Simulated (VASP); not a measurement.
# KMnF3 (Pm-3m) in VASP: a series of runs

KMnF3 is run at these levels: LDA; tasks: single point.

All numbers are computed with VASP 6.6.1; they aren't measurements. Logs are shortened: lines on timing, memory, paths and dates and some standing lists are left out, and cuts for length are marked.

### Step 1. The cell of the first run

It takes space group Pm-3m (No. 221, cubic). The conventional cell has a = 4.187 Å, b = 4.187 Å, c = 4.187 Å, α = 90.00°, β = 90.00°, γ = 90.00°. Within 2.8 Å of F (site symmetry 4/mmm) lie 2 Mn at 2.09 Å. Within 3.9 Å of K (site symmetry m-3m) lie 12 F at 2.96 Å and 8 Mn at 3.63 Å. Mn (site symmetry m-3m) has 6 F at 2.09 Å within 2.8 Å.

### Step 2. Single point, LDA

INCAR reads:

```
SYSTEM = KMnF3
PREC = Accurate
ENCUT = 600
EDIFF = 1E-6
ISMEAR = -1
SIGMA = 0.05
LREAL = .FALSE.
LASPH = .TRUE.
NELM = 120
ALGO = Normal
ISIF = 2
LWAVE = .FALSE.
LCHARG = .FALSE.
GGA = CA
NBANDS = 30
GGA_COMPAT = .FALSE.
```

KPOINTS reads:

```
Automatic mesh
0
G
  5 5 5
  0 0 0
```

POSCAR reads:

```
KMnF3
1.0
    4.1869000000      0.0000000000      0.0000000000
    0.0000000000      4.1869000000      0.0000000000
    0.0000000000      0.0000000000      4.1869000000
F K Mn
3 1 1
Direct
    0.5000000000      0.0000000000      0.0000000000
    0.0000000000      0.5000000000      0.0000000000
    0.0000000000      0.0000000000      0.5000000000
    0.5000000000      0.5000000000      0.5000000000
    0.0000000000      0.0000000000      0.0000000000
```

Potentials or basis: VASP PAW LDA potentials, release 64 (F, K_sv, Mn_pv).

Started as:

```console
$ cat potpaw_LDA.64/F/POTCAR potpaw_LDA.64/K_sv/POTCAR potpaw_LDA.64/Mn_pv/POTCAR > POTCAR
$ mpirun -np 1 vasp_std > vasp.out
```

OUTCAR:

```text
SYSTEM = KMnF3
   PREC = Accurate
   ENCUT = 600
   EDIFF = 1E-6
   ISMEAR = -1
   LREAL = .FALSE.
   LASPH = .TRUE.
   NELM = 120
   ISIF = 2
   GGA = CA

 ion  position               nearest neighbor table
   1  0.500  0.000  0.000-   5 2.09   5 2.09
   2  0.000  0.500  0.000-   5 2.09   5 2.09
   3  0.000  0.000  0.500-   5 2.09   5 2.09
   4  0.500  0.500  0.500-
   5  0.000  0.000  0.000-   1 2.09   2 2.09   3 2.09   3 2.09   2 2.09   1 2.09

  LATTYP: Found a simple cubic cell.
 ALAT       =     4.1869000000

  Lattice vectors:

 A1 = (   4.1869000000,   0.0000000000,   0.0000000000)
 A2 = (   0.0000000000,   4.1869000000,   0.0000000000)
 A3 = (   0.0000000000,   0.0000000000,   4.1869000000)

Analysis of symmetry for initial positions (statically):
=====================================================================
 Subroutine PRICEL returns:
 Original cell was already a primitive cell.

 Routine SETGRP: Setting up the symmetry group for a
 simple cubic supercell.

 Subroutine GETGRP returns: Found 48 space group operations
 (whereof 48 operations were pure point group operations)
 out of a pool of 48 trial point group operations.

The static configuration has the point symmetry O_h .

Analysis of symmetry for dynamics (positions and initial velocities):
=====================================================================
 Subroutine PRICEL returns:
 Original cell was already a primitive cell.

 Routine SETGRP: Setting up the symmetry group for a
 simple cubic supercell.

 Subroutine GETGRP returns: Found 48 space group operations
 (whereof 48 operations were pure point group operations)
 out of a pool of 48 trial point group operations.

The dynamic configuration has the point symmetry O_h .

 Subroutine INISYM returns: Found 48 space group operations
 (whereof 48 operations are pure point group operations),
 and found     1 'primitive' translations

----------------------------------------------------------------------------------------

                                     Primitive cell

  volume of cell :      73.3969

  direct lattice vectors                    reciprocal lattice vectors
     4.186900000  0.000000000  0.000000000     0.238840192  0.000000000  0.000000000
     0.000000000  4.186900000  0.000000000     0.000000000  0.238840192  0.000000000
     0.000000000  0.000000000  4.186900000     0.000000000  0.000000000  0.238840192

  length of vectors
     4.186900000  4.186900000  4.186900000     0.238840192  0.238840192  0.238840192

  position of ions in fractional coordinates (direct lattice)
     0.500000000  0.000000000  0.000000000
     0.000000000  0.500000000  0.000000000
     0.000000000  0.000000000  0.500000000
     0.500000000  0.500000000  0.500000000
     0.000000000  0.000000000  0.000000000

  ion indices of the primitive-cell ions
   primitive index   ion index
                 1           1
                 2           2
                 3           3
                 4           4
                 5           5

----------------------------------------------------------------------------------------

 KPOINTS: Automatic mesh

Automatic generation of k-mesh.
 Grid dimensions read from file:
 generate k-points for:    5    5    5

 Generating k-lattice:

  Cartesian coordinates                     Fractional coordinates (reciprocal lattice)
     0.047768038  0.000000000  0.000000000     0.200000000  0.000000000  0.000000000
     0.000000000  0.047768038  0.000000000     0.000000000  0.200000000  0.000000000
     0.000000000  0.000000000  0.047768038     0.000000000  0.000000000  0.200000000

  Length of vectors
     0.047768038  0.047768038  0.047768038

  Shift w.r.t. Gamma in fractional coordinates (k-lattice)
     0.000000000  0.000000000  0.000000000

 Subroutine IBZKPT returns following result:
 ===========================================

 Found     10 irreducible k-points:

 Following reciprocal coordinates:
            Coordinates               Weight
  0.000000  0.000000  0.000000      1.000000
  0.200000  0.000000  0.000000      6.000000
  0.400000  0.000000  0.000000      6.000000
  0.200000  0.200000  0.000000     12.000000
  0.400000  0.200000  0.000000     24.000000
  0.400000  0.400000  0.000000     12.000000
  0.200000  0.200000  0.200000      8.000000
  0.400000  0.200000  0.200000     24.000000
  0.400000  0.400000  0.200000     24.000000
  0.400000  0.400000  0.400000      8.000000
   k-points           NKPTS =     10   k-points in BZ     NKDIM =     10   number of bands    NBANDS=     30
   number of dos      NEDOS =    301   number of ions     NIONS =      5
   total plane-waves  NPLWV =  46656
   dimension x,y,z NGX =    36 NGY =   36 NGZ =   36
   dimension x,y,z NGXF=    72 NGYF=   72 NGZF=   72
   ions per type =               3   1   1
   NGX,Y,Z   is equivalent  to a cutoff of  14.29, 14.29, 14.29 a.u.
   NGXF,Y,Z  is equivalent  to a cutoff of  28.59, 28.59, 28.59 a.u.
 SYSTEM =  KMnF3
   PREC   = accura    normal or accurate (medium, high low for compatibility)
   ISTART =      0    job   : 0-new  1-cont  2-samecut
   ICHARG =      2    charge: 1-file 2-atom 10-const
   ISPIN  =      1    spin polarized calculation?
   LNONCOLLINEAR =      F non collinear calculations
   LSORBIT =      F    spin-orbit coupling
   LASPH  =      T    aspherical Exc in radial PAW
   ENCUT  =  600.0 eV  44.10 Ry    6.64 a.u.   8.36  8.36  8.36*2*pi/ulx,y,z
   NELM   =    120;   NELMIN=  2; NELMDL= -5     # of ELM steps
   EDIFF  = 0.1E-05   stopping-criterion for ELM
   LREAL  =      F    real-space projection
   EDIFFG = 0.1E-04   stopping-criterion for IOM
   NSW    =      0    number of steps for IOM
   IBRION =     -1    ionic relax: 0-MD 1-quasi-New 2-CG
   NFREE  =      0    steps in history (QN), initial steepest desc. (CG)
   ISIF   =      2    stress and relaxation
   ISYM   =      2    0-nonsym 1-usesym 2-fastsym
   POTIM  = 0.5000    time-step for ionic-motion
   TEBEG  =    0.0;   TEEND  =   0.0 temperature during run
   PSTRESS=    0.0 pullay stress
   NELECT =      43.0000    total number of electrons
   NUPDOWN=      -1.0000    fix difference up-down
   EMIN   =  10.00;   EMAX   =-10.00  energy-range for DOS
   EFERMI =   0.00;   METHOD = LEGACY
   ISMEAR =    -1;   SIGMA  =   0.05  broadening in eV -4-tet -1-fermi 0-gaus
   EFERMI_NEDOS =   21; number of points for ismear=-14 and -15
   IALGO  =     38    algorithm
   IMIX   =      4    mixing-type and parameters
     AMIX     =   0.40;   BMIX     =  1.00
     AMIX_MAG =   1.60;   BMIX_MAG =  1.00
  volume/ion in A,a.u.               =      14.68        99.06
  Fermi-wavevector in a.u.,A,eV,Ry     =   1.369846  2.588633 25.531032  1.876478
  Thomas-Fermi vector in A             =   2.495685
   LORBIT       =      0    0 simple, 1 ext, 2 COOP (PROOUT), +10 PAW based schemes
   GGA     = CA    functional components
   LHFCALC =     F    Hartree Fock is set to
   AEXX    =    0.0000 exact exchange contribution
   IVDW    =     0    specifies the selected vdW correction
   LEPSILON=     F    determine dielectric tensor
   LRPA    =     F    only Hartree local field effects (RPA)
 non-spin polarized calculation
  energy-cutoff  :      600.00
  volume of cell :       73.40
 maximum number of plane-waves:      2473
 NGX is ok and might be reduce to    36
   NGX = 17   NGY = 17   NGZ = 17

 number of electron      43.0000042 magnetization

 Free energy of the ion-electron system (eV)
  ---------------------------------------------------
  ext. energy  EPLUGINS =         0.00000000
  ---------------------------------------------------
  free energy    TOTEN  =       -27.91592633 eV

  energy without entropy =      -27.82052519  energy(sigma->0) =      -27.86822576

 E-fermi :   2.4395     XC(G=0): -10.1873

 val. band max:        2.3900410297   @ k =   0.4000   0.2000   0.2000
 cond. band min:       2.4447698450   @ k =   0.2000   0.2000   0.0000
 fundamental gap:      0.0547288153
 Fermi energy:         2.4395238449

 k-point     1 :       0.0000    0.0000    0.0000
  band No.  band energies     occupation
      1     -45.2212      2.00000
      2     -45.2212      2.00000
      3     -45.2212      2.00000
      4     -27.5062      2.00000
      5     -21.7611      2.00000
      6     -21.3241      2.00000
[... 22 lines left out ...]
     29      10.1159      0.00000
     30      10.1159      0.00000

 k-point     2 :       0.2000    0.0000    0.0000
  band No.  band energies     occupation
      1     -45.2224      2.00000
      2     -45.2212      2.00000
      3     -45.2212      2.00000
      4     -27.5013      2.00000
      5     -21.7235      2.00000
      6     -21.3402      2.00000
[... 22 lines left out ...]
     29      10.0324      0.00000
     30      10.1396      0.00000

 k-point     3 :       0.4000    0.0000    0.0000
  band No.  band energies     occupation
      1     -45.2244      2.00000
      2     -45.2211      2.00000
      3     -45.2211      2.00000
      4     -27.4934      2.00000
      5     -21.6572      2.00000
      6     -21.3711      2.00000
[... 22 lines left out ...]
     29       9.9067      0.00000
     30      10.1801      0.00000

 k-point     4 :       0.2000    0.2000    0.0000
  band No.  band energies     occupation
      1     -45.2224      2.00000
      2     -45.2224      2.00000
      3     -45.2211      2.00000
      4     -27.4969      2.00000
      5     -21.6837      2.00000
      6     -21.3459      2.00000
[... 22 lines left out ...]
     29      10.0024      0.00000
     30      10.1930      0.00000

 k-point     5 :       0.4000    0.2000    0.0000
  band No.  band energies     occupation
      1     -45.2244      2.00000
      2     -45.2223      2.00000
      3     -45.2211      2.00000
      4     -27.4897      2.00000
      5     -21.6115      2.00000
      6     -21.3737      2.00000
[... 22 lines left out ...]
     29      10.0000      0.00000
     30      10.2318      0.00000

 k-point     6 :       0.4000    0.4000    0.0000
  band No.  band energies     occupation
      1     -45.2243      2.00000
      2     -45.2243      2.00000
      3     -45.2210      2.00000
      4     -27.4837      2.00000
      5     -21.5210      2.00000
      6     -21.3805      2.00000
[... 22 lines left out ...]
     29      10.2102      0.00000
     30      10.3052      0.00000

 k-point     7 :       0.2000    0.2000    0.2000
  band No.  band energies     occupation
      1     -45.2224      2.00000
      2     -45.2224      2.00000
      3     -45.2223      2.00000
      4     -27.4929      2.00000
      5     -21.6434      2.00000
      6     -21.3433      2.00000
[... 22 lines left out ...]
     29       9.8833      0.00000
     30       9.8833      0.00000

 k-point     8 :       0.4000    0.2000    0.2000
  band No.  band energies     occupation
      1     -45.2244      2.00000
      2     -45.2223      2.00000
      3     -45.2223      2.00000
      4     -27.4863      2.00000
      5     -21.5688      2.00000
      6     -21.3737      2.00000
[... 22 lines left out ...]
     29      10.0438      0.00000
     30      10.1878      0.00000

 k-point     9 :       0.4000    0.4000    0.2000
  band No.  band energies     occupation
      1     -45.2243      2.00000
      2     -45.2243      2.00000
      3     -45.2222      2.00000
      4     -27.4808      2.00000
      5     -21.4847      2.00000
      6     -21.3767      2.00000
[... 22 lines left out ...]
     29      10.2553      0.00000
     30      10.4390      0.00000

 k-point    10 :       0.4000    0.4000    0.4000
  band No.  band energies     occupation
      1     -45.2242      2.00000
      2     -45.2242      2.00000
      3     -45.2242      2.00000
      4     -27.4762      2.00000
      5     -21.4180      2.00000
      6     -21.3706      2.00000
[... 22 lines left out ...]
     29      10.5522      0.00000
     30      10.5522      0.00000

------------------------ aborting loop because EDIFF is reached ----------------------------------------

  FORCE on cell =-STRESS in cart. coord.  units (eV):
  Direction    XX          YY          ZZ          XY          YZ          ZX
  --------------------------------------------------------------------------------------
  -------------------------------------------------------------------------------------
  Total       -6.9212844     -6.9212844     -6.9212844     -0.0000000      0.0000000     -0.0000000
  in kB     -151.0843614   -151.0843614   -151.0843614     -0.0000000      0.0000000     -0.0000000
  external PRESSURE =    -151.0843614 kB  Pullay stress =       0.0000000 kB

 VOLUME and BASIS-vectors are now :
 -----------------------------------------------------------------------------
  energy-cutoff  :      600.00
  volume of cell :       73.40
      direct lattice vectors                 reciprocal lattice vectors
     4.186900000  0.000000000  0.000000000     0.238840192  0.000000000  0.000000000
     0.000000000  4.186900000  0.000000000     0.000000000  0.238840192  0.000000000
     0.000000000  0.000000000  4.186900000     0.000000000  0.000000000  0.238840192

 POSITION                                       TOTAL-FORCE (eV/Angst)
 -----------------------------------------------------------------------------------
      2.09345      0.00000      0.00000         0.000000      0.000000      0.000000
      0.00000      2.09345      0.00000         0.000000      0.000000      0.000000
      0.00000      0.00000      2.09345         0.000000      0.000000      0.000000
      2.09345      2.09345      2.09345         0.000000      0.000000      0.000000
      0.00000      0.00000      0.00000         0.000000      0.000000      0.000000
 -----------------------------------------------------------------------------------
    total drift:                                0.000000      0.000000     -0.000000

  FREE ENERGIE OF THE ION-ELECTRON SYSTEM (eV)
  ---------------------------------------------------
  free  energy   TOTEN  =       -27.9159263285 eV

  energy  without entropy=      -27.8205251911  energy(sigma->0) =      -27.86822576
```

It took 14 s on 1 thread of Intel Xeon Platinum 8488C (Sapphire Rapids), shared host; peak memory 0.18 GiB.

Results:

- Free energy: -27.9159 eV
- Pressure: -15.1 GPa

Levels at points of the mesh, in eV from the Fermi level:
```csv
k point,band 19,band 20,band 21,band 22,band 23,band 24,band 25,band 26
"(0.00, 0.00, 0.00)",-5.16,-0.62,-0.62,-0.62,-0.15,-0.15,1.53,5.16
```

Caveat: an odd number of electrons without spin polarisation forces a metal; a magnetic or distorted state may lie lower; the run has no spin polarisation, though such a crystal can be magnetic; semilocal functionals often make such compounds metallic where correlation or magnetic order opens a gap, which also shifts bond lengths. Spin polarisation is off, so any magnetic state and its effect on volume and gap are missing.

### Step 3. Single point, LDA

INCAR reads:

```
PREC = Accurate
ENCUT = 600
EDIFF = 1E-6
ISMEAR = -1
SIGMA = 0.05
LREAL = False
LASPH = True
NELM = 120
ALGO = Normal
ISIF = 2
LWAVE = False
LCHARG = True
GGA = CA
LELF = True
LVHAR = True
NBANDS = 30
GGA_COMPAT = False
```

KPOINTS reads:

```
Automatic mesh
0
Gamma
  5 5 5
```

POSCAR is that of step 2.

Potentials or basis: VASP PAW LDA potentials, release 64 (F, K_sv, Mn_pv).

Started as:

```console
$ cat potpaw_LDA.64/F/POTCAR potpaw_LDA.64/K_sv/POTCAR potpaw_LDA.64/Mn_pv/POTCAR > POTCAR
$ mpirun -np 1 vasp_std > vasp.out
```

OUTCAR:

```text
PREC = Accurate
   ENCUT = 600
   EDIFF = 1E-6
   ISMEAR = -1
   LREAL = False
   LASPH = True
   NELM = 120
   ISIF = 2
   GGA = CA

 ion  position               nearest neighbor table
   1  0.500  0.000  0.000-   5 2.09   5 2.09
   2  0.000  0.500  0.000-   5 2.09   5 2.09
   3  0.000  0.000  0.500-   5 2.09   5 2.09
   4  0.500  0.500  0.500-
   5  0.000  0.000  0.000-   1 2.09   2 2.09   3 2.09   3 2.09   2 2.09   1 2.09

  LATTYP: Found a simple cubic cell.
[... 514 lines left out ...]
  --------------------------------------------------------------------------------------
  -------------------------------------------------------------------------------------
  Total       -6.9212844     -6.9212844     -6.9212844     -0.0000000      0.0000000     -0.0000000
  in kB     -151.0843614   -151.0843614   -151.0843614     -0.0000000      0.0000000     -0.0000000
  external PRESSURE =    -151.0843614 kB  Pullay stress =       0.0000000 kB

 VOLUME and BASIS-vectors are now :
 -----------------------------------------------------------------------------
  energy-cutoff  :      600.00
  volume of cell :       73.40
      direct lattice vectors                 reciprocal lattice vectors
     4.186900000  0.000000000  0.000000000     0.238840192  0.000000000  0.000000000
     0.000000000  4.186900000  0.000000000     0.000000000  0.238840192  0.000000000
     0.000000000  0.000000000  4.186900000     0.000000000  0.000000000  0.238840192

 POSITION                                       TOTAL-FORCE (eV/Angst)
 -----------------------------------------------------------------------------------
      2.09345      0.00000      0.00000         0.000000      0.000000      0.000000
      0.00000      2.09345      0.00000         0.000000      0.000000      0.000000
      0.00000      0.00000      2.09345         0.000000      0.000000      0.000000
      2.09345      2.09345      2.09345         0.000000      0.000000      0.000000
      0.00000      0.00000      0.00000         0.000000      0.000000      0.000000
 -----------------------------------------------------------------------------------
    total drift:                                0.000000      0.000000     -0.000000

  FREE ENERGIE OF THE ION-ELECTRON SYSTEM (eV)
  ---------------------------------------------------
  free  energy   TOTEN  =       -27.9159263285 eV

  energy  without entropy=      -27.8205251911  energy(sigma->0) =      -27.86822576
```

OSZICAR:

```text
N       E                     dE             d eps       ncg     rms          rms(c)
DAV:   1     0.496434610958E+03    0.49643E+03   -0.25261E+04   608   0.164E+03
DAV:   2     0.122397386902E+02   -0.48419E+03   -0.45590E+03   630   0.468E+02
DAV:   3    -0.294197484495E+02   -0.41659E+02   -0.41170E+02   714   0.140E+02
DAV:   4    -0.311648071901E+02   -0.17451E+01   -0.17397E+01   930   0.231E+01
DAV:   5    -0.311876107913E+02   -0.22804E-01   -0.22769E-01   776   0.230E+00    0.143E+01
DAV:   6    -0.284856004653E+02    0.27020E+01   -0.22598E+01   708   0.333E+01    0.985E+00
DAV:   7    -0.279800697351E+02    0.50553E+00   -0.28774E+00   728   0.172E+01    0.551E+00
DAV:   8    -0.279174582402E+02    0.62611E-01   -0.20434E-01   708   0.346E+00    0.523E-01
DAV:   9    -0.279161770167E+02    0.12812E-02   -0.13574E-02   836   0.792E-01    0.274E-01
DAV:  10    -0.279159552879E+02    0.22173E-03   -0.92814E-04   798   0.195E-01    0.950E-02
DAV:  11    -0.279159309598E+02    0.24328E-04   -0.78775E-05   828   0.611E-02    0.423E-02
DAV:  12    -0.279159264132E+02    0.45466E-05   -0.17716E-05   704   0.285E-02    0.207E-02
DAV:  13    -0.279159263285E+02    0.84704E-07   -0.34036E-06   702   0.130E-02
   1 F= -.27915926E+02 E0= -.27868226E+02  d E =-.954011E-01
```

Run time: 15 s. Hardware: 1 thread of Intel Xeon Platinum 8488C (Sapphire Rapids), shared host; peak memory 0.18 GiB.

What came out:

```yaml
Free_energy: -27.9159 eV
Pressure: -15.1 GPa
```

Levels at points of the mesh, in eV from the Fermi level:
| k point | band 18 | band 19 | band 20 | band 21 | band 22 | band 23 | band 24 | band 25 | band 26 | band 27 |
| --- | --- | --- | --- | --- | --- | --- | --- | --- | --- | --- |
| (0.00, 0.00, 0.00) | -5.16 | -5.16 | -0.62 | -0.62 | -0.62 | -0.15 | -0.15 | 1.53 | 5.16 | 5.16 |

Caveat: an odd number of electrons without spin polarisation forces a metal; a magnetic or distorted state may lie lower; the run has no spin polarisation, though such a crystal can be magnetic; semilocal functionals often make such compounds metallic where correlation or magnetic order opens a gap, which also shifts bond lengths.
